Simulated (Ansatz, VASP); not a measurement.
**BN in VASP and in Ansatz**

INCAR

```
ALGO = Normal
EDIFF = 1E-6
ENCUT = 520
GGA = PS
ISIF = 2
ISMEAR = 0
LASPH = True
LCHARG = False
LREAL = False
LWAVE = False
NBANDS = 16
NELM = 60
PREC = Accurate
SIGMA = 0.01
```

The input KPOINTS:

```
k-points
0
Gamma
  8 8 5
```

POSCAR

```
BN
1.0
    2.5569596282      0.0000000000      0.0000000000
   -1.2784798141      2.2143915670      0.0000000000
    0.0000000000      0.0000000000      4.2337040531
B N
2 2
Direct
    0.6666666667      0.3333333333      0.0000000000
    0.3333333333      0.6666666667      0.5000000000
    0.6666666667      0.3333333333      0.3750000000
    0.3333333333      0.6666666667      0.8750000000
```

Input for Ansatz:

```yaml
crystal:
  lattice:
    - [2.5569596281765565, 0.0, 0.0]
    - [-1.2784798140882783, 2.2143915669505048, 0.0]
    - [0.0, 0.0, 4.23370405312041]
  atoms:
    - { symbol: B, position: [0.6666666666666666, 0.3333333333333333, 0.0] }
    - { symbol: B, position: [0.3333333333333333, 0.6666666666666666, 0.5] }
    - { symbol: "N", position: [0.6666666666666666, 0.3333333333333333, 0.375] }
    - { symbol: "N", position: [0.3333333333333333, 0.6666666666666666, 0.875] }
basis:
  ecutwfc: 544.22772491976
  xc_grid: 1
kpoints:
  mp_grid:
    grid: [8, 8, 5]
hamiltonian:
  xc: pbesol
scf:
  n_extra_bands: 4
  occupations:
    method: fixed
output:
  stress: true
```

Alike in both runs: task single point; functional PBEsol; k mesh 8 × 8 × 5; no spin polarisation.

|  | VASP | Ansatz |
| --- | --- | --- |
| version | VASP 6.6.1 | Ansatz 0.2.0 |
| potentials or method | VASP PAW PBE potentials, release 64 (B, N), cutoff 520 eV | plane waves, PAW |
| occupations | gaussian, width 0.01 eV | fixed |
| valence electrons in the cell | 16 | 16 |

|  | VASP | Ansatz | Ansatz less VASP |
| --- | --- | --- | --- |
| pressure (GPa) | -6.8 | -7.3 | -0.52 |
| traceless stress, the component that is largest in VASP (GPa) | -0.74 | -0.70 | +0.037 |

VASP's potentials were made for PBE, not for PBEsol.
